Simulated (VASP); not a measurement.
# CsI (Pm-3m) in VASP: further runs

The runs below take CsI through single point, with LDA.

All numbers are computed with VASP 6.6.1; they aren't measurements. Logs are shortened: lines on timing, memory, paths and dates and some standing lists are left out, and cuts for length are marked.

### 1 The cell of the first run

It takes space group Pm-3m (No. 221, cubic). Conventional cell: a = 4.612 Å, b = 4.612 Å, c = 4.612 Å, α = 90.00°, β = 90.00°, γ = 90.00°. Cs (site symmetry m-3m) has 8 I at 3.99 Å and 6 Cs at 4.61 Å within 5.2 Å. Within 5.2 Å of I (site symmetry m-3m) lie 8 Cs at 3.99 Å and 6 I at 4.61 Å.

### 2 Single point, LDA

Input file INCAR:

```
SYSTEM = CsI
PREC = Accurate ; ENCUT = 500
EDIFF = 1E-6 ; ISMEAR = 0
SIGMA = 0.01 ; LREAL = .FALSE.
LASPH = .TRUE. ; NELM = 120
ALGO = Normal ; ISIF = 2
LWAVE = .FALSE. ; LCHARG = .TRUE.
GGA = CA ; LELF = .TRUE.
LVHAR = .TRUE. ; NBANDS = 15
GGA_COMPAT = .FALSE.
```

Input file KPOINTS:

```
Automatic mesh
0
G
  4 4 4
  0 0 0
```

Input file POSCAR:

```
CsI
1.0
    4.6119177922      0.0000000000      0.0000000000
    0.0000000000      4.6119177922      0.0000000000
    0.0000000000      0.0000000000      4.6119177922
Cs I
1 1
Direct
    0.0000000000      0.0000000000      0.0000000000
    0.5000000000      0.5000000000      0.5000000000
```

Potentials or basis: VASP PAW LDA potentials, release 64 (Cs_sv, I).

Launch:

```bash
cat potpaw_LDA.64/Cs_sv/POTCAR potpaw_LDA.64/I/POTCAR > POTCAR
mpirun -np 1 vasp_std > vasp.out
```

OUTCAR:

```text
SYSTEM = CsI
   PREC = Accurate
   ENCUT = 500
   EDIFF = 1E-6
   ISMEAR = 0
   LREAL = .FALSE.
   LASPH = .TRUE.
   NELM = 120
   ISIF = 2
   GGA = CA

 ion  position               nearest neighbor table
   1  0.000  0.000  0.000-
   2  0.500  0.500  0.500-

  LATTYP: Found a simple cubic cell.
 ALAT       =     4.6119177922

  Lattice vectors:

 A1 = (   4.6119177922,   0.0000000000,   0.0000000000)
 A2 = (   0.0000000000,   4.6119177922,   0.0000000000)
 A3 = (   0.0000000000,   0.0000000000,   4.6119177922)

Analysis of symmetry for initial positions (statically):
=====================================================================
 Subroutine PRICEL returns:
 Original cell was already a primitive cell.

 Routine SETGRP: Setting up the symmetry group for a
 simple cubic supercell.

 Subroutine GETGRP returns: Found 48 space group operations
 (whereof 48 operations were pure point group operations)
 out of a pool of 48 trial point group operations.

The static configuration has the point symmetry O_h .

Analysis of symmetry for dynamics (positions and initial velocities):
=====================================================================
 Subroutine PRICEL returns:
 Original cell was already a primitive cell.

 Routine SETGRP: Setting up the symmetry group for a
 simple cubic supercell.

 Subroutine GETGRP returns: Found 48 space group operations
 (whereof 48 operations were pure point group operations)
 out of a pool of 48 trial point group operations.

The dynamic configuration has the point symmetry O_h .

 Subroutine INISYM returns: Found 48 space group operations
 (whereof 48 operations are pure point group operations),
 and found     1 'primitive' translations

----------------------------------------------------------------------------------------

                                     Primitive cell

  volume of cell :      98.0945

  direct lattice vectors                    reciprocal lattice vectors
     4.611917792  0.000000000  0.000000000     0.216829537  0.000000000  0.000000000
     0.000000000  4.611917792  0.000000000     0.000000000  0.216829537  0.000000000
     0.000000000  0.000000000  4.611917792     0.000000000  0.000000000  0.216829537

  length of vectors
     4.611917792  4.611917792  4.611917792     0.216829537  0.216829537  0.216829537

  position of ions in fractional coordinates (direct lattice)
     0.000000000  0.000000000  0.000000000
     0.500000000  0.500000000  0.500000000

  ion indices of the primitive-cell ions
   primitive index   ion index
                 1           1
                 2           2

----------------------------------------------------------------------------------------

 KPOINTS: Automatic mesh

Automatic generation of k-mesh.
 Grid dimensions read from file:
 generate k-points for:    4    4    4

 Generating k-lattice:

  Cartesian coordinates                     Fractional coordinates (reciprocal lattice)
     0.054207384  0.000000000  0.000000000     0.250000000  0.000000000  0.000000000
     0.000000000  0.054207384  0.000000000     0.000000000  0.250000000  0.000000000
     0.000000000  0.000000000  0.054207384     0.000000000  0.000000000  0.250000000

  Length of vectors
     0.054207384  0.054207384  0.054207384

  Shift w.r.t. Gamma in fractional coordinates (k-lattice)
     0.000000000  0.000000000  0.000000000

 Subroutine IBZKPT returns following result:
 ===========================================

 Found     10 irreducible k-points:

 Following reciprocal coordinates:
            Coordinates               Weight
  0.000000  0.000000  0.000000      1.000000
  0.250000  0.000000  0.000000      6.000000
  0.500000  0.000000  0.000000      3.000000
  0.250000  0.250000  0.000000     12.000000
  0.500000  0.250000  0.000000     12.000000
  0.500000  0.500000  0.000000      3.000000
  0.250000  0.250000  0.250000      8.000000
  0.500000  0.250000  0.250000     12.000000
  0.500000  0.500000  0.250000      6.000000
  0.500000  0.500000  0.500000      1.000000
   k-points           NKPTS =     10   k-points in BZ     NKDIM =     10   number of bands    NBANDS=     15
   number of dos      NEDOS =    301   number of ions     NIONS =      2
   total plane-waves  NPLWV =  46656
   dimension x,y,z NGX =    36 NGY =   36 NGZ =   36
   dimension x,y,z NGXF=    72 NGYF=   72 NGZF=   72
   ions per type =               1   1
   NGX,Y,Z   is equivalent  to a cutoff of  12.98, 12.98, 12.98 a.u.
   NGXF,Y,Z  is equivalent  to a cutoff of  25.95, 25.95, 25.95 a.u.
 SYSTEM =  CsI
   PREC   = accura    normal or accurate (medium, high low for compatibility)
   ISTART =      0    job   : 0-new  1-cont  2-samecut
   ICHARG =      2    charge: 1-file 2-atom 10-const
   ISPIN  =      1    spin polarized calculation?
   LNONCOLLINEAR =      F non collinear calculations
   LSORBIT =      F    spin-orbit coupling
   LASPH  =      T    aspherical Exc in radial PAW
   ENCUT  =  500.0 eV  36.75 Ry    6.06 a.u.   8.41  8.41  8.41*2*pi/ulx,y,z
   NELM   =    120;   NELMIN=  2; NELMDL= -5     # of ELM steps
   EDIFF  = 0.1E-05   stopping-criterion for ELM
   LREAL  =      F    real-space projection
   EDIFFG = 0.1E-04   stopping-criterion for IOM
   NSW    =      0    number of steps for IOM
   IBRION =     -1    ionic relax: 0-MD 1-quasi-New 2-CG
   NFREE  =      0    steps in history (QN), initial steepest desc. (CG)
   ISIF   =      2    stress and relaxation
   ISYM   =      2    0-nonsym 1-usesym 2-fastsym
   POTIM  = 0.5000    time-step for ionic-motion
   TEBEG  =    0.0;   TEEND  =   0.0 temperature during run
   PSTRESS=    0.0 pullay stress
   NELECT =      16.0000    total number of electrons
   NUPDOWN=      -1.0000    fix difference up-down
   EMIN   =  10.00;   EMAX   =-10.00  energy-range for DOS
   EFERMI =   0.00;   METHOD = LEGACY
   ISMEAR =     0;   SIGMA  =   0.01  broadening in eV -4-tet -1-fermi 0-gaus
   EFERMI_NEDOS =   21; number of points for ismear=-14 and -15
   IALGO  =     38    algorithm
   IMIX   =      4    mixing-type and parameters
     AMIX     =   0.40;   BMIX     =  1.00
     AMIX_MAG =   1.60;   BMIX_MAG =  1.00
  volume/ion in A,a.u.               =      49.05       330.99
  Fermi-wavevector in a.u.,A,eV,Ry     =   0.894472  1.690306 10.885744  0.800080
  Thomas-Fermi vector in A             =   2.016681
   LORBIT       =      0    0 simple, 1 ext, 2 COOP (PROOUT), +10 PAW based schemes
   GGA     = CA    functional components
   LHFCALC =     F    Hartree Fock is set to
   AEXX    =    0.0000 exact exchange contribution
   IVDW    =     0    specifies the selected vdW correction
   LEPSILON=     F    determine dielectric tensor
   LRPA    =     F    only Hartree local field effects (RPA)
 non-spin polarized calculation
 Gauss-broadening in eV      SIGMA  =   0.01
  energy-cutoff  :      500.00
  volume of cell :       98.09
 maximum number of plane-waves:      2517
 NGX is ok and might be reduce to    36
   NGX = 17   NGY = 17   NGZ = 17

 number of electron      16.0000002 magnetization

 Free energy of the ion-electron system (eV)
  ---------------------------------------------------
  ext. energy  EPLUGINS =         0.00000000
  ---------------------------------------------------
  free energy    TOTEN  =        -6.11298350 eV

  energy without entropy =       -6.11298350  energy(sigma->0) =       -6.11298350

 E-fermi :   0.5458     XC(G=0):  -7.9620

 val. band max:        0.4820453771   @ k =   0.5000   0.5000   0.0000
 cond. band min:       3.9223585009   @ k =   0.0000   0.0000   0.0000
 fundamental gap:      3.4403131238
 Fermi energy:         0.5457923823

 k-point     1 :       0.0000    0.0000    0.0000
  band No.  band energies     occupation
      1     -19.8934      2.00000
      2     -10.1940      2.00000
      3      -6.5938      2.00000
      4      -6.5938      2.00000
      5      -6.5938      2.00000
      6       0.3868      2.00000
      7       0.3868      2.00000
      8       0.3868      2.00000
      9       3.9224      0.00000
     10       4.4845      0.00000
     11       4.4845      0.00000
     12       8.0879      0.00000
     13       8.0879      0.00000
     14       8.0879      0.00000
     15      10.5035      0.00000

 k-point     2 :       0.2500    0.0000    0.0000
  band No.  band energies     occupation
      1     -19.8822      2.00000
      2     -10.1960      2.00000
      3      -6.6759      2.00000
      4      -6.5641      2.00000
      5      -6.5641      2.00000
      6      -0.4676      2.00000
      7       0.3165      2.00000
      8       0.3165      2.00000
      9       4.8401      0.00000
     10       5.0726      0.00000
     11       5.6770      0.00000
     12       7.9627      0.00000
     13       7.9627      0.00000
     14       8.3460      0.00000
     15       8.5343      0.00000

 k-point     3 :       0.5000    0.0000    0.0000
  band No.  band energies     occupation
      1     -19.8708      2.00000
      2     -10.2007      2.00000
      3      -6.7431      2.00000
      4      -6.5338      2.00000
      5      -6.5338      2.00000
      6      -1.0770      2.00000
      7       0.2429      2.00000
      8       0.2429      2.00000
      9       5.4593      0.00000
     10       6.5854      0.00000
     11       6.8413      0.00000
     12       7.1461      0.00000
     13       8.1564      0.00000
     14       8.1564      0.00000
     15       8.7051      0.00000

 k-point     4 :       0.2500    0.2500    0.0000
  band No.  band energies     occupation
      1     -19.8715      2.00000
      2     -10.1582      2.00000
      3      -6.7745      2.00000
      4      -6.6448      2.00000
      5      -6.5397      2.00000
      6      -0.4723      2.00000
      7      -0.0720      2.00000
      8       0.3382      2.00000
      9       5.2363      0.00000
     10       5.4171      0.00000
     11       6.3306      0.00000
     12       7.0749      0.00000
     13       7.8166      0.00000
     14       8.2277      0.00000
     15       8.9008      0.00000

 k-point     5 :       0.5000    0.2500    0.0000
  band No.  band energies     occupation
      1     -19.8607      2.00000
      2     -10.1211      2.00000
      3      -6.8401      2.00000
      4      -6.7496      2.00000
      5      -6.5150      2.00000
      6      -0.7338      2.00000
      7      -0.1026      2.00000
      8       0.3570      2.00000
      9       5.1775      0.00000
     10       5.7544      0.00000
     11       7.0927      0.00000
     12       7.1031      0.00000
     13       7.1328      0.00000
     14       8.4136      0.00000
     15       9.2323      0.00000

 k-point     6 :       0.5000    0.5000    0.0000
  band No.  band energies     occupation
      1     -19.8505      2.00000
      2     -10.0354      2.00000
      3      -6.9462      2.00000
      4      -6.9462      2.00000
      5      -6.4959      2.00000
      6      -0.3747      2.00000
      7      -0.3747      2.00000
      8       0.4820      2.00000
      9       4.4683      0.00000
     10       5.1814      0.00000
     11       6.4283      0.00000
     12       6.4283      0.00000
     13       9.7057      0.00000
     14       9.7057      0.00000
     15       9.7649      0.00000

 k-point     7 :       0.2500    0.2500    0.2500
  band No.  band energies     occupation
      1     -19.8611      2.00000
      2     -10.1078      2.00000
      3      -6.7336      2.00000
      4      -6.7336      2.00000
      5      -6.6621      2.00000
      6      -0.2525      2.00000
      7      -0.2043      2.00000
      8      -0.2043      2.00000
      9       6.2211      0.00000
     10       6.2211      0.00000
     11       6.2847      0.00000
     12       6.5487      0.00000
     13       7.2890      0.00000
     14       7.2890      0.00000
     15      10.6318      0.00000

 k-point     8 :       0.5000    0.2500    0.2500
  band No.  band energies     occupation
      1     -19.8508      2.00000
      2     -10.0563      2.00000
      3      -6.8642      2.00000
      4      -6.7326      2.00000
      5      -6.6915      2.00000
      6      -0.6467      2.00000
      7      -0.3385      2.00000
      8      -0.0022      2.00000
      9       5.7362      0.00000
     10       6.0958      0.00000
     11       6.1959      0.00000
     12       7.5997      0.00000
     13       8.0504      0.00000
     14       8.0960      0.00000
     15       9.9969      0.00000

 k-point     9 :       0.5000    0.5000    0.2500
  band No.  band energies     occupation
      1     -19.8408      2.00000
      2      -9.9880      2.00000
      3      -6.8944      2.00000
      4      -6.8944      2.00000
      5      -6.6738      2.00000
      6      -0.5904      2.00000
      7      -0.5904      2.00000
      8      -0.2523      2.00000
      9       5.5576      0.00000
     10       6.6133      0.00000
     11       6.7031      0.00000
     12       6.7031      0.00000
     13       9.0800      0.00000
     14       9.0800      0.00000
     15       9.9840      0.00000

 k-point    10 :       0.5000    0.5000    0.5000
  band No.  band energies     occupation
      1     -19.8311      2.00000
      2      -9.9390      2.00000
      3      -6.8406      2.00000
      4      -6.8406      2.00000
      5      -6.8406      2.00000
      6      -0.7994      2.00000
      7      -0.7994      2.00000
      8      -0.7994      2.00000
      9       7.3420      0.00000
     10       7.3420      0.00000
     11       7.3420      0.00000
     12       8.0662      0.00000
     13       8.0662      0.00000
     14       8.0662      0.00000
     15      10.1020      0.00000

------------------------ aborting loop because EDIFF is reached ----------------------------------------

  FORCE on cell =-STRESS in cart. coord.  units (eV):
  Direction    XX          YY          ZZ          XY          YZ          ZX
  --------------------------------------------------------------------------------------
  -------------------------------------------------------------------------------------
  Total       -0.9790892     -0.9790892     -0.9790892      0.0000000     -0.0000000      0.0000000
  in kB      -15.9914621    -15.9914621    -15.9914621      0.0000000     -0.0000000      0.0000000
  external PRESSURE =     -15.9914621 kB  Pullay stress =       0.0000000 kB

 VOLUME and BASIS-vectors are now :
 -----------------------------------------------------------------------------
  energy-cutoff  :      500.00
  volume of cell :       98.09
      direct lattice vectors                 reciprocal lattice vectors
     4.611917792  0.000000000  0.000000000     0.216829537  0.000000000  0.000000000
     0.000000000  4.611917792  0.000000000     0.000000000  0.216829537  0.000000000
     0.000000000  0.000000000  4.611917792     0.000000000  0.000000000  0.216829537

 POSITION                                       TOTAL-FORCE (eV/Angst)
 -----------------------------------------------------------------------------------
      0.00000      0.00000      0.00000         0.000000      0.000000      0.000000
      2.30596      2.30596      2.30596         0.000000      0.000000      0.000000
 -----------------------------------------------------------------------------------
    total drift:                               -0.000000      0.000000      0.000000

  FREE ENERGIE OF THE ION-ELECTRON SYSTEM (eV)
  ---------------------------------------------------
  free  energy   TOTEN  =        -6.1129835046 eV

  energy  without entropy=       -6.1129835046  energy(sigma->0) =       -6.11298350
```

Wall time 6 s (1 thread of Intel Xeon 6975P-C (Granite Rapids), shared host); peak memory 0.17 GiB.

Results:

```yaml
Free_energy: -6.1130 eV
Pressure: -1.6 GPa
Band_gap_on_the_k_mesh: 3.44 eV (least direct gap 3.54 eV)
```

Caveat: spin-orbit coupling is left out, which moves the levels of the heavy elements. Expect the measured gap to be larger: semilocal functionals such as LDA lack the derivative discontinuity.

### 3 Single point, LDA

This run uses another cell than the first one, of 50.48 Å³/atom.

Input file INCAR:

```
PREC     = Accurate       # precision mode
ENCUT    = 500            # plane-wave cutoff, eV
EDIFF    = 1E-6           # SCF threshold, eV
ISMEAR   = 0              # smearing method
SIGMA    = 0.01           # smearing width, eV
LREAL    = False          # projectors in reciprocal space
LASPH    = True           # aspherical terms in the spheres
NELM     = 120            # most SCF steps
ALGO     = Normal         # electronic algorithm
ISIF     = 2              # what is computed and relaxed
LWAVE    = False          # write WAVECAR
LCHARG   = True           # write CHGCAR
LELF     = True           # ELF
LVHAR    = True         
NBANDS   = 15             # bands
GGA_COMPAT= False
```

Input file KPOINTS:

```
regular mesh
0
Gamma
  4 4 4
```

Input file POSCAR:

```
CsI
1.0
    4.6562658762      0.0000000000      0.0000000000
    0.0000000000      4.6562658762      0.0000000000
    0.0000000000      0.0000000000      4.6562658762
Cs I
1 1
Direct
    0.0000000000      0.0000000000      0.0000000000
    0.5000000000      0.5000000000      0.5000000000
```

Potentials or basis: VASP PAW LDA potentials, release 64 (Cs_sv, I).

Launch:

```bash
cat potpaw_LDA.64/Cs_sv/POTCAR potpaw_LDA.64/I/POTCAR > POTCAR
mpirun -np 1 vasp_std > vasp.out
```

Wall time 6.3 s (1 thread of Intel Xeon 6975P-C (Granite Rapids), shared host); peak memory 0.17 GiB.

It converged, with:

```yaml
Free_energy: -6.0827 eV
Pressure: -1.8 GPa
Band_gap_on_the_k_mesh: 3.35 eV (least direct gap 3.45 eV)
```

Levels at points of the mesh, in eV from the valence-band top:
| k point | band 4 | band 5 | band 6 | band 7 | band 8 | band 9 | band 10 | band 11 | band 12 | band 13 |
| --- | --- | --- | --- | --- | --- | --- | --- | --- | --- | --- |
| (0.00, 0.00, 0.00) | -7.12 | -7.12 | -0.10 | -0.10 | -0.10 | 3.35 | 4.04 | 4.04 | 7.54 | 7.54 |
| (0.50, 0.00, 0.00) | -7.06 | -7.06 | -1.49 | -0.22 | -0.22 | 4.98 | 5.98 | 6.23 | 6.67 | 7.58 |
| (0.50, 0.50, 0.00) | -7.44 | -7.03 | -0.84 | -0.84 | 0.00 | 3.99 | 4.68 | 5.93 | 5.93 | 9.04 |
| (0.50, 0.50, 0.50) | -7.34 | -7.34 | -1.21 | -1.21 | -1.21 | 6.77 | 6.77 | 6.77 | 7.45 | 7.45 |

Caveat: spin-orbit coupling is left out, which moves the levels of the heavy elements. A k mesh can miss the band edges.
